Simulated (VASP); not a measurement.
# Ge (P6_3/mmc) in VASP: single point with LDA

Aim: the single point of Ge with LDA.

Everything below comes from runs of VASP 6.6.1. Logs are shortened: lines on timing, memory, paths and dates and some standing lists are left out, and cuts for length are marked.

## (1) The cell of the first run

It takes space group P6_3/mmc (No. 194, hexagonal). The conventional cell has a = 3.998 Å, b = 3.998 Å, c = 6.599 Å, α = 90.00°, β = 90.00°, γ = 120.00°. Within 3.2 Å of Ge (site symmetry 3m) lie 4 Ge at 2.45 to 2.47 Å.

This isn't the form of Ge at room conditions, which is diamond.

## (2) Single point, LDA

Input file POSCAR:

```
Ge
1.0
    3.9975858431      0.0000000000      0.0000000000
   -1.9987929216      3.4620108940      0.0000000000
    0.0000000000      0.0000000000      6.5993779500
Ge
4
Direct
    0.6666666700      0.3333333300      0.0629012500
    0.3333333300      0.6666666700      0.5629012500
    0.6666666700      0.3333333300      0.4370987500
    0.3333333300      0.6666666700      0.9370987500
```

Input file INCAR.step1:

```
  ALGO = Normal
  EDIFF = 1E-6
  ENCUT = 520
  ISIF = 2
  ISMEAR = 0
  LASPH = True
  LCHARG = True
  LREAL = False
  LWAVE = False
  NBANDS = 36
  NELM = 80
  PREC = Accurate
  SIGMA = 0.05
```

Input file KPOINTS.step1:

```
k-points
0
Gamma
  12 12 6
```

Input file INCAR.step2:

```
  ALGO = Normal
  EDIFF = 1E-6
  ENCUT = 520
  ICHARG = 11
  ISIF = 2
  ISMEAR = -5
  LASPH = True
  LCHARG = False
  LORBIT = 10
  LREAL = False
  LWAVE = False
  NBANDS = 36
  NEDOS = 2001
  NELM = 80
  PREC = Accurate
  SIGMA = 0.05
```

Input file KPOINTS.step2:

```
k-points
0
Gamma
  18 18 9
```

Potentials or basis: VASP PAW LDA potentials, release 64 (Ge_d).

The run is started by

```sh
$ cat potpaw_LDA.64/Ge_d/POTCAR > POTCAR
$ cp INCAR.step1 INCAR
$ cp KPOINTS.step1 KPOINTS
$ mpirun -np 1 vasp_std > vasp.out
$ cp INCAR.step2 INCAR
$ cp KPOINTS.step2 KPOINTS
$ mpirun -np 1 vasp_std > vasp.out
```

OUTCAR:

```text
EDIFF = 1E-6
   ENCUT = 520
   ICHARG = 11
   ISIF = 2
   ISMEAR = -5
   LASPH = True
   LORBIT = 10
   LREAL = False
   NELM = 80
   PREC = Accurate

 ion  position               nearest neighbor table
   1  0.667  0.333  0.063-   4 2.45   4 2.45   4 2.45   3 2.47
   2  0.333  0.667  0.563-   3 2.45   3 2.45   3 2.45   4 2.47
   3  0.667  0.333  0.437-   2 2.45   2 2.45   2 2.45   1 2.47
   4  0.333  0.667  0.937-   1 2.45   1 2.45   1 2.45   2 2.47

  LATTYP: Found a hexagonal cell.
 ALAT       =     3.9975858431
 C/A-ratio  =     1.6508408347

  Lattice vectors:

 A1 = (   3.9975858431,   0.0000000000,   0.0000000000)
 A2 = (  -1.9987929216,   3.4620108940,   0.0000000000)
 A3 = (   0.0000000000,   0.0000000000,   6.5993779500)

Analysis of symmetry for initial positions (statically):
=====================================================================
 Subroutine PRICEL returns:
 Original cell was already a primitive cell.

 Routine SETGRP: Setting up the symmetry group for a
 hexagonal supercell.

 Subroutine GETGRP returns: Found 24 space group operations
 (whereof 12 operations were pure point group operations)
 out of a pool of 24 trial point group operations.

The static configuration has the point symmetry D_3d.
 The point group associated with its full space group is D_6h.

Analysis of symmetry for dynamics (positions and initial velocities):
=====================================================================
 Subroutine PRICEL returns:
 Original cell was already a primitive cell.

 Routine SETGRP: Setting up the symmetry group for a
 hexagonal supercell.

 Subroutine GETGRP returns: Found 24 space group operations
 (whereof 12 operations were pure point group operations)
 out of a pool of 24 trial point group operations.

The dynamic configuration has the point symmetry D_3d.
 The point group associated with its full space group is D_6h.

 Subroutine INISYM returns: Found 24 space group operations
 (whereof 12 operations are pure point group operations),
 and found     1 'primitive' translations

----------------------------------------------------------------------------------------

                                     Primitive cell

  volume of cell :      91.3333

  direct lattice vectors                    reciprocal lattice vectors
     3.997585843  0.000000000  0.000000000     0.250150976  0.144424733  0.000000000
    -1.998792922  3.462010894  0.000000000     0.000000000  0.288849467  0.000000000
     0.000000000  0.000000000  6.599377950     0.000000000  0.000000000  0.151529433

  length of vectors
     3.997585843  3.997585843  6.599377950     0.288849467  0.288849467  0.151529433

  position of ions in fractional coordinates (direct lattice)
     0.666666670  0.333333330  0.062901250
     0.333333330  0.666666670  0.562901250
     0.666666670  0.333333330  0.437098750
     0.333333330  0.666666670  0.937098750

  ion indices of the primitive-cell ions
   primitive index   ion index
                 1           1
                 2           2
                 3           3
                 4           4

----------------------------------------------------------------------------------------

 KPOINTS: k-points

Automatic generation of k-mesh.
 Grid dimensions read from file:
 generate k-points for:   18   18    9

 Generating k-lattice:

  Cartesian coordinates                     Fractional coordinates (reciprocal lattice)
     0.013897276  0.008023596  0.000000000     0.055555556  0.000000000  0.000000000
     0.000000000  0.016047193  0.000000000     0.000000000  0.055555556  0.000000000
     0.000000000  0.000000000  0.016836604     0.000000000  0.000000000  0.111111111

  Length of vectors
     0.016047193  0.016047193  0.016836604

  Shift w.r.t. Gamma in fractional coordinates (k-lattice)
     0.000000000  0.000000000  0.000000000

 TETIRR: Found   2805 inequivalent tetrahedra from    17496

 Subroutine IBZKPT returns following result:
 ===========================================

 Found    185 irreducible k-points:

 Following reciprocal coordinates:
            Coordinates               Weight
  0.000000  0.000000  0.000000      1.000000
  0.055556  0.000000  0.000000      6.000000
  0.111111  0.000000  0.000000      6.000000
  0.166667  0.000000  0.000000      6.000000
  0.222222  0.000000  0.000000      6.000000
  0.277778 -0.000000  0.000000      6.000000
[... 16 lines left out ...]
  0.333333  0.111111  0.000000     12.000000
  0.388889  0.111111  0.000000     12.000000
 [... further k-points ...]
   k-points           NKPTS =    185   k-points in BZ     NKDIM =    185   number of bands    NBANDS=     36
   number of dos      NEDOS =   2001   number of ions     NIONS =      4
   total plane-waves  NPLWV =  45000
   dimension x,y,z NGX =    30 NGY =   30 NGZ =   50
   dimension x,y,z NGXF=    60 NGYF=   60 NGZF=  100
   ions per type =               4
   NGX,Y,Z   is equivalent  to a cutoff of  12.48, 12.48, 12.60 a.u.
   NGXF,Y,Z  is equivalent  to a cutoff of  24.95, 24.95, 25.19 a.u.
 SYSTEM =  unknown system
   PREC   = accura    normal or accurate (medium, high low for compatibility)
   ISTART =      0    job   : 0-new  1-cont  2-samecut
   ICHARG =     11    charge: 1-file 2-atom 10-const
   ISPIN  =      1    spin polarized calculation?
   LNONCOLLINEAR =      F non collinear calculations
   LSORBIT =      F    spin-orbit coupling
   LASPH  =      T    aspherical Exc in radial PAW
   ENCUT  =  520.0 eV  38.22 Ry    6.18 a.u.   7.43  7.43 12.27*2*pi/ulx,y,z
   NELM   =     80;   NELMIN=  2; NELMDL=  0     # of ELM steps
   EDIFF  = 0.1E-05   stopping-criterion for ELM
   LREAL  =      F    real-space projection
   EDIFFG = 0.1E-04   stopping-criterion for IOM
   NSW    =      0    number of steps for IOM
   IBRION =     -1    ionic relax: 0-MD 1-quasi-New 2-CG
   NFREE  =      0    steps in history (QN), initial steepest desc. (CG)
   ISIF   =      2    stress and relaxation
   ISYM   =      2    0-nonsym 1-usesym 2-fastsym
   POTIM  = 0.5000    time-step for ionic-motion
   TEBEG  =    0.0;   TEEND  =   0.0 temperature during run
   PSTRESS=    0.0 pullay stress
   NELECT =      56.0000    total number of electrons
   NUPDOWN=      -1.0000    fix difference up-down
   EMIN   =  10.00;   EMAX   =-10.00  energy-range for DOS
   EFERMI =   0.00;   METHOD = LEGACY
   ISMEAR =    -5;   SIGMA  =   0.05  broadening in eV -4-tet -1-fermi 0-gaus
   EFERMI_NEDOS =   21; number of points for ismear=-14 and -15
   IALGO  =     38    algorithm
   IMIX   =      4    mixing-type and parameters
     AMIX     =   0.40;   BMIX     =  1.00
     AMIX_MAG =   1.60;   BMIX_MAG =  1.00
  volume/ion in A,a.u.               =      22.83       154.09
  Fermi-wavevector in a.u.,A,eV,Ry     =   1.390789  2.628209 26.317650  1.934293
  Thomas-Fermi vector in A             =   2.514690
   LORBIT       =     10    0 simple, 1 ext, 2 COOP (PROOUT), +10 PAW based schemes
   GGA     = CA    functional components
   LHFCALC =     F    Hartree Fock is set to
   AEXX    =    0.0000 exact exchange contribution
   IVDW    =     0    specifies the selected vdW correction
   LEPSILON=     F    determine dielectric tensor
   LRPA    =     F    only Hartree local field effects (RPA)
 non-spin polarized calculation
 Fermi weights with tetrahedron method with Bloechl corrections
  energy-cutoff  :      520.00
  volume of cell :       91.33
 maximum number of plane-waves:      2491
 NGX is ok and might be reduce to    30

 number of electron      56.0000053 magnetization

 Free energy of the ion-electron system (eV)
  ---------------------------------------------------
  ext. energy  EPLUGINS =         0.00000000
  ---------------------------------------------------
  free energy    TOTEN  =       -20.70813386 eV

  energy without entropy =      -20.70813386  energy(sigma->0) =      -20.70813386

 E-fermi :   4.7275     XC(G=0): -10.2440

 val. band max:        4.7319710476   @ k =   0.0556   0.0000   0.0000
 cond. band min:       4.6629177472   @ k =   0.0000   0.0000   0.2222
 fundamental gap:     -0.0690533004
 Fermi energy:         4.7274578708

 k-point     1 :       0.0000    0.0000    0.0000
  band No.  band energies     occupation
      1     -20.3257      2.00000
      2     -20.3257      2.00000
      3     -20.2877      2.00000
      4     -20.2877      2.00000
      5     -20.2875      2.00000
      6     -20.2745      2.00000
[... 28 lines left out ...]
     35       9.2240      0.00000
     36      10.6123      0.00000

 k-point     2 :       0.0556    0.0000    0.0000
  band No.  band energies     occupation
      1     -20.3280      2.00000
      2     -20.3264      2.00000
      3     -20.2897      2.00000
      4     -20.2889      2.00000
      5     -20.2878      2.00000
      6     -20.2716      2.00000
[... 28 lines left out ...]
     35       9.3640      0.00000
     36      10.8292      0.00000

 k-point     3 :       0.1111    0.0000    0.0000
  band No.  band energies     occupation
      1     -20.3331      2.00000
      2     -20.3282      2.00000
      3     -20.2948      2.00000
      4     -20.2919      2.00000
      5     -20.2876      2.00000
      6     -20.2655      2.00000
[... 28 lines left out ...]
     35       9.7547      0.00000
     36      10.9808      0.00000

 k-point     4 :       0.1667    0.0000    0.0000
  band No.  band energies     occupation
      1     -20.3384      2.00000
      2     -20.3303      2.00000
      3     -20.3007      2.00000
      4     -20.2958      2.00000
      5     -20.2868      2.00000
      6     -20.2595      2.00000
[... 28 lines left out ...]
     35      10.3329      0.00000
     36      10.4488      0.00000

 k-point     5 :       0.2222    0.0000    0.0000
  band No.  band energies     occupation
      1     -20.3425      2.00000
      2     -20.3322      2.00000
      3     -20.3068      2.00000
      4     -20.2997      2.00000
      5     -20.2846      2.00000
      6     -20.2544      2.00000
[... 655 lines left out ...]
 k-point    22 :       0.2778    0.1111    0.0000
  band No.  band energies     occupation
      1     -20.3446      2.00000
      2     -20.3391      2.00000
      3     -20.3191      2.00000
      4     -20.3123      2.00000
      5     -20.2670      2.00000
      6     -20.2423      2.00000
[... 28 lines left out ...]
     35      10.9489      0.00000
     36      12.0057      0.00000

 k-point    23 :       0.3333    0.1111    0.0000
  band No.  band energies     occupation
      1     -20.3437      2.00000
      2     -20.3395      2.00000
      3     -20.3248      2.00000
      4     -20.3149      2.00000
      5     -20.2594      2.00000
      6     -20.2366      2.00000
[... 28 lines left out ...]
     35      11.4671      0.00000
     36      12.0756      0.00000

 k-point    24 :       0.3889    0.1111    0.0000
  band No.  band energies     occupation
      1     -20.3420      2.00000
      2     -20.3394      2.00000
      3     -20.3296      2.00000
      4     -20.3164      2.00000
      5     -20.2529      2.00000
      6     -20.2324      2.00000
[... 28 lines left out ...]
     35      12.0444      0.00000
     36      12.4361      0.00000

 [... further k-points ...]
[... 5 lines left out ...]
  --------------------------------------------------------------------------------------
  -------------------------------------------------------------------------------------
  Total       -1.1464480     -1.1464480     -1.0641883      0.0000000      0.0000000      0.0000000
  in kB      -20.1110944    -20.1110944    -18.6680875      0.0000000      0.0000000      0.0000000
  external PRESSURE =     -19.6300921 kB  Pullay stress =       0.0000000 kB

 VOLUME and BASIS-vectors are now :
 -----------------------------------------------------------------------------
  energy-cutoff  :      520.00
  volume of cell :       91.33
      direct lattice vectors                 reciprocal lattice vectors
     3.997585843  0.000000000  0.000000000     0.250150976  0.144424733  0.000000000
    -1.998792922  3.462010894  0.000000000     0.000000000  0.288849467  0.000000000
     0.000000000  0.000000000  6.599377950     0.000000000  0.000000000  0.151529433

 POSITION                                       TOTAL-FORCE (eV/Angst)
 -----------------------------------------------------------------------------------
      1.99879      1.15400      0.41511         0.000000      0.000000     -0.008888
     -0.00000      2.30801      3.71480         0.000000      0.000000     -0.008888
      1.99879      1.15400      2.88458        -0.000000     -0.000000      0.008888
     -0.00000      2.30801      6.18427        -0.000000     -0.000000      0.008888
 -----------------------------------------------------------------------------------
    total drift:                               -0.000014      0.000008     -0.000003

  FREE ENERGIE OF THE ION-ELECTRON SYSTEM (eV)
  ---------------------------------------------------
  free  energy   TOTEN  =       -20.7081338563 eV

  energy  without entropy=      -20.7081338563  energy(sigma->0) =      -20.70813386

 total charge

# of ion       s       p       d       tot
------------------------------------------
    1        1.139   1.256  10.022  12.417
    2        1.139   1.256  10.022  12.417
    3        1.139   1.256  10.022  12.417
    4        1.139   1.256  10.022  12.417
--------------------------------------------------
tot          4.556   5.024  40.087  49.668
```

Wall time 11 min (1 thread of Intel Xeon Platinum 8488C (Sapphire Rapids), shared host); peak memory 0.48 GiB.

Results:

```
Valence electrons inside the program's atomic spheres : Ge 12.42
```
